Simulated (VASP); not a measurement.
# Ge (Cmmm) in VASP: further runs, part 2 of 2

VASP 6.6.1. The steps go on from the part before.

### 4 Single point, PBEsol

INCAR

```
PREC     = Accurate       # precision mode
ENCUT    = 520            # plane-wave cutoff, eV
EDIFF    = 1E-7           # SCF threshold, eV
ISMEAR   = 0              # smearing method
SIGMA    = 0.01           # smearing width, eV
LREAL    = False          # projectors in reciprocal space
LASPH    = True           # aspherical terms in the spheres
NELM     = 80             # most SCF steps
ALGO     = Normal         # electronic algorithm
ISIF     = 2              # what is computed and relaxed
LWAVE    = False          # write WAVECAR
LCHARG   = False          # write CHGCAR
GGA      = PS             # functional
NBANDS   = 13             # bands
```

KPOINTS

```
Automatic mesh
0
Gamma
  5 5 5
  0.5 0.5 0.5
```

POSCAR

```
Ge
1.0
    1.3971490000     -2.6005160000      0.0000000000
    1.3971490000      2.6005160000      0.0000000000
    0.0000000000      0.0000000000      2.6982310000
Ge
1
Direct
    0.5000000000      0.5000000000      0.0000000000
```

Potentials or basis: VASP PAW PBE potentials, release 64 (Ge_d).

Run with:

```
cat potpaw_PBE.64/Ge_d/POTCAR > POTCAR
mpirun -np 1 vasp_std > vasp.out
```

OUTCAR:

```text
PREC = Accurate
   ENCUT = 520
   EDIFF = 1E-7
   ISMEAR = 0
   LREAL = False
   LASPH = True
   NELM = 80
   ISIF = 2
   GGA = PS

 ion  position               nearest neighbor table
   1  0.500  0.500  0.000-

  LATTYP: Found a base centered orthorhombic cell.
 ALAT       =     2.7942980000
 B/A-ratio  =     1.8613018368
 C/A-ratio  =     0.9656203454

  Lattice vectors:

 A1 = (   1.3971490000,  -2.6005160000,   0.0000000000)
 A2 = (   1.3971490000,   2.6005160000,   0.0000000000)
 A3 = (   0.0000000000,   0.0000000000,   2.6982310000)

Analysis of symmetry for initial positions (statically):
=====================================================================
 Subroutine PRICEL returns:
 Original cell was already a primitive cell.

 Routine SETGRP: Setting up the symmetry group for a
 base centered orthorhombic supercell.

 Subroutine GETGRP returns: Found  8 space group operations
 (whereof  8 operations were pure point group operations)
 out of a pool of  8 trial point group operations.

The static configuration has the point symmetry D_2h.

Analysis of symmetry for dynamics (positions and initial velocities):
=====================================================================
 Subroutine PRICEL returns:
 Original cell was already a primitive cell.

 Routine SETGRP: Setting up the symmetry group for a
 base centered orthorhombic supercell.

 Subroutine GETGRP returns: Found  8 space group operations
 (whereof  8 operations were pure point group operations)
 out of a pool of  8 trial point group operations.

The dynamic configuration has the point symmetry D_2h.

 Subroutine INISYM returns: Found  8 space group operations
 (whereof  8 operations are pure point group operations),
 and found     1 'primitive' translations

----------------------------------------------------------------------------------------

                                     Primitive cell

[... 115 lines left out ...]
   AEXX    =    0.0000 exact exchange contribution
   IVDW    =     0    specifies the selected vdW correction
   LEPSILON=     F    determine dielectric tensor
   LRPA    =     F    only Hartree local field effects (RPA)
 non-spin polarized calculation
 Gauss-broadening in eV      SIGMA  =   0.01
  energy-cutoff  :      520.00
  volume of cell :       19.61
 maximum number of plane-waves:       538
 NGX is ok and might be reduce to    24
   NGX = 11   NGY = 11   NGZ = 11

 number of electron      14.0000003 magnetization

 Free energy of the ion-electron system (eV)
  ---------------------------------------------------
  ext. energy  EPLUGINS =         0.00000000
  ---------------------------------------------------
  free energy    TOTEN  =        -4.80278677 eV

  energy without entropy =       -4.80264296  energy(sigma->0) =       -4.80271486

 E-fermi :   5.9786     XC(G=0): -11.1890

 val. band max:        5.5296842422   @ k =  -0.3000   0.3000   0.3000
 cond. band min:       5.9833448805   @ k =   0.5000   0.3000   0.5000
 fundamental gap:      0.4536606383
 Fermi energy:         5.9785755177

 k-point     1 :       0.1000    0.1000    0.1000
  band No.  band energies     occupation
      1     -18.5587      2.00000
      2     -18.5093      2.00000
      3     -18.5047      2.00000
      4     -18.3942      2.00000
      5     -18.3929      2.00000
      6      -5.8447      2.00000
      7      10.0010      0.00000
      8      11.3125      0.00000
      9      11.9339      0.00000
     10      17.3697      0.00000
     11      18.8540      0.00000
     12      20.4808      0.00000
     13      25.9433      0.00000
[... 354 lines left out ...]
  band No.  band energies     occupation
      1     -18.5062      2.00000
      2     -18.4881      2.00000
      3     -18.4868      2.00000
      4     -18.4375      2.00000
      5     -18.3012      2.00000
      6       3.2202      2.00000
      7       5.0320      2.00000
      8       5.2242      2.00000
      9       6.8517      0.00000
     10      10.9431      0.00000
     11      12.2254      0.00000
     12      25.9089      0.00000
     13      28.3456      0.00000

 [... further k-points ...]

------------------------ aborting loop because EDIFF is reached ----------------------------------------

  FORCE on cell =-STRESS in cart. coord.  units (eV):
  Direction    XX          YY          ZZ          XY          YZ          ZX
  --------------------------------------------------------------------------------------
  -------------------------------------------------------------------------------------
  Total       -1.5056308     -0.6983680      0.2059507      0.0000000      0.0000000      0.0000000
  in kB     -123.0318930    -57.0668051     16.8291586      0.0000000      0.0000000      0.0000000
  external PRESSURE =     -54.4231798 kB  Pullay stress =       0.0000000 kB

 VOLUME and BASIS-vectors are now :
 -----------------------------------------------------------------------------
  energy-cutoff  :      520.00
  volume of cell :       19.61
      direct lattice vectors                 reciprocal lattice vectors
     1.397149000 -2.600516000  0.000000000     0.357871637 -0.192269534  0.000000000
     1.397149000  2.600516000  0.000000000     0.357871637  0.192269534  0.000000000
     0.000000000  0.000000000  2.698231000     0.000000000  0.000000000  0.370613191

 POSITION                                       TOTAL-FORCE (eV/Angst)
 -----------------------------------------------------------------------------------
      1.39715      0.00000      0.00000        -0.000000     -0.000000      0.000000
 -----------------------------------------------------------------------------------
    total drift:                               -0.000000     -0.000000     -0.000000

  FREE ENERGIE OF THE ION-ELECTRON SYSTEM (eV)
  ---------------------------------------------------
  free  energy   TOTEN  =        -4.8027867668 eV

  energy  without entropy=       -4.8026429575  energy(sigma->0) =       -4.80271486
```

stdout:

```text
POSCAR found type information on POSCAR Ge
 POSCAR found :  1 types and       1 ions
 scaLAPACK will be used
 -----------------------------------------------------------------------------
|                                                                             |
|                                                                             |
|     You enforced a specific xc type in the INCAR file but a different       |
|     I HOPE YOU KNOW WHAT YOU ARE DOING!                                     |
|                                                                             |
 -----------------------------------------------------------------------------

 LDA part: xc-table for (Slater+PW92), standard interpolation
 POSCAR, INCAR and KPOINTS ok, starting setup
 FFT: planning ... GRIDC
 FFT: planning ... GRID_SOFT
 FFT: planning ... GRID
 WAVECAR not read
 entering main loop
```

Wall time 2.3 s (1 thread of Intel Xeon 6975P-C (Granite Rapids), shared host); peak memory 0.13 GiB.

Results:

```yaml
Free_energy: -4.8028 eV
Pressure: -5.4 GPa
Band_gap_on_the_k_mesh: zero (band 7 reaches 10.45 eV, above the bottom of band 8 at 3.84 eV)
```

Levels at points of the mesh, in eV from the Fermi level:
| k point | band 4 | band 5 | band 6 | band 7 | band 8 | band 9 | band 10 | band 11 |
| --- | --- | --- | --- | --- | --- | --- | --- | --- |
| (0.50, 0.50, 0.50) | -24.38 | -24.29 | -4.53 | -2.30 | -2.14 | 3.33 | 8.18 | 13.52 |

Caveat: the k points lie up to 0.51 Å⁻¹ apart; the PAW data sets were made with another functional, which shifts forces and pressure a little.

### 5 The runs side by side

```csv
level,potentials or basis,gap on the mesh (eV),pressure (GPa)
LDA,"VASP PAW LDA potentials, release 64 (Ge_d)",none,-7.0
BLYP,"VASP PAW PBE potentials, release 64 (Ge_d)",none,4.0
PBEsol,"VASP PAW PBE potentials, release 64 (Ge_d)",none,-5.4
```

Alike in all rows: task single point; no spin polarisation; cell as given; k mesh 5 × 5 × 5, shifted; cutoff (eV) 520; smearing gaussian 0.01 eV.

Caveats: all runs use coarse meshes; the PAW data sets were made with another functional, which shifts forces and pressure a little (some runs).

Absolute energies hang on the potentials; compare differences alone.
